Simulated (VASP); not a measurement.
Ca:

```
Ca
1.0
    -2.28671    2.28671    2.02476
     2.28671   -2.28671    2.02476
     2.28671    2.28671   -2.02476
Ca
1
Direct
  0.00000 0.00000 0.00000
```

- Program: VASP 6.6.1
- Task: relaxation of cell and atoms
- Functional: PBE
- Potentials or basis: VASP PAW PBE potentials, release 64 (Ca_sv)
- Cutoff: 600 eV
- k mesh: 18 × 18 × 18
- Occupations: gaussian, width 0.1 eV
- Spin: no spin polarisation

At the start: pressure -0.1 GPa; volume 42.35 Å³/atom.

Q: How do energy, volume and symmetry change on relaxing?

A: Over 10 steps the energy falls by 2.1 meV/atom and the volume is 42.14 Å³/atom (-0.5 %); space group I4/mmm (No. 139, to 0.1 Å) before and after.

Step by step:
```
step  energy change (eV)  largest force (eV/Å)  pressure (GPa)  volume (Å³)
   1              0.0000                0.0000           -0.09        42.35
   2             -0.0006                0.0000           -0.02        42.21
   3             -0.0015                0.0000            0.16        41.78
   4             -0.0015                0.0000            0.11        41.71
   5             -0.0015                0.0000            0.25        41.56
   6             -0.0019                0.0000            0.13        41.84
   7             -0.0021                0.0000            0.04        42.06
   8             -0.0021                0.0000            0.03        42.11
   9             -0.0020                0.0000           -0.02        42.21
  10             -0.0021                0.0000            0.01        42.14
```

Final structure:
```
Ca
1.0
    -2.24083    2.24083    2.09784
     2.24083   -2.24083    2.09784
     2.24083    2.24083   -2.09784
Ca
1
Direct
  0.00000 0.00000 0.00000
```
